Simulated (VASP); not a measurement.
Set up this calculation in VASP 6.6.1, as the native input.

```yaml
Task: single point
Functional: PBE
Potentials_or_basis: VASP PAW PBE potentials, release 64 (Cd, Se)
Cutoff: 520 eV
k_mesh: 8 × 8 × 8
Occupations: fermi-dirac, width 0.02 eV
Spin: no spin polarisation
Dipole_correction: no
Further_INCAR_settings: ALGO = Normal; EDIFF = 1e-06; NBANDS = 16
```

The structure of CdSe lies in POSCAR:

```
CdSe
1.0
    0.0000000000      2.9861779913      3.1797948737
    2.9861779913      0.0000000000      3.1797948737
    2.9861779913      2.9861779913      0.0000000000
Cd Se
1 1
Direct
    0.0000000000      0.0000000000      0.0000000000
    0.2500000000      0.2500000000      0.2500000000
```

This cell differs from its parent crystal: epitaxial xy strain -2.7%.

The input as run:

INCAR

```
PREC = Accurate
ENCUT = 520
EDIFF = 1E-6
ISMEAR = -1
SIGMA = 0.02
LREAL = F
LASPH = T
NELM = 100
ALGO = Normal
ISIF = 2
LWAVE = F
LCHARG = F
GGA = PE
NBANDS = 16
```

KPOINTS

```
regular mesh
0
Gamma
  8 8 8
```

Potentials or basis: VASP PAW PBE potentials, release 64 (Cd, Se).

The run is started by

```console
$ cat potpaw_PBE.64/Cd/POTCAR potpaw_PBE.64/Se/POTCAR > POTCAR
$ mpirun -np 1 vasp_std > vasp.out
```

It gave:

```json
{"Pressure": "2.6 GPa", "Band gap on the k mesh": "0.51 eV, direct"}
```

Caveat: the cell differs from its parent crystal (epitaxial xy strain -2.7%).

It took 14 s on 1 thread of Intel(R) Xeon(R) 6975P-C (Granite Rapids), with other jobs on the host, peak memory 0.21 GiB.
